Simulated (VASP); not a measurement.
Write the native input for VASP 6.6.1 that does the following.

- Task: single point
- Functional: revPBE
- Potentials or basis: VASP PAW PBE potentials, release 64 (Ni)
- Cutoff: 520 eV
- k mesh: 16 × 16 × 5
- Occupations: fermi-dirac, width 0.05 eV
- Spin: collinear spin, ferromagnetic start
- Starting moments: [-0.696, -0.696, -0.705, -0.705] μB
- Dipole correction: no
- Further INCAR settings: ALGO = Normal; EDIFF = 1e-07; NBANDS = 32

The structure of Ni lies in POSCAR:

```
Ni
1.0
    2.4716546792      0.0000000000      0.0000000000
   -1.2358273396      2.1405157416      0.0000000000
    0.0000000000      0.0000000000      8.0900404606
Ni
4
Direct
    0.0000000000      0.0000000000      1.0000000000
    0.0000000000      0.0000000000      0.5000000000
    0.3333333333      0.6666666667      0.2500000000
    0.6666666667      0.3333333333      0.7500000000
```

This cell differs from its parent crystal: volume scaled by 0.96.

These files were run (other wordings do the same):

INCAR

```
PREC = Accurate
ENCUT = 520
EDIFF = 1E-7
ISMEAR = -1
SIGMA = 0.05
LREAL = False
LASPH = True
NELM = 150
ALGO = Normal
ISIF = 2
LWAVE = False
LCHARG = False
ISPIN = 2
MAGMOM = -0.696 -0.696 -0.705 -0.705
LORBIT = 11
LMAXMIX = 4
GGA = RE
NBANDS = 32
```

KPOINTS

```
Automatic mesh
0
Gamma
  16 16 5
```

Potentials or basis: VASP PAW PBE potentials, release 64 (Ni).

The run is started by

```sh
$ cat potpaw_PBE.64/Ni/POTCAR > POTCAR
$ mpirun -np 1 vasp_std > vasp.out
```

Results of the run:

The pressure is 8.0 GPa, the net moment is -2.42 μB per cell and the site moments are Ni -0.61, -0.62 μB. The valence electrons inside the program's atomic spheres are Ni 9.34.

Caveat: the PAW data sets were made with another functional, which shifts forces and pressure a little.

Run time: 7.2 min on 1 thread of Oxide Virtual Turin-like Processor (shared host), peak memory 0.25 GiB.
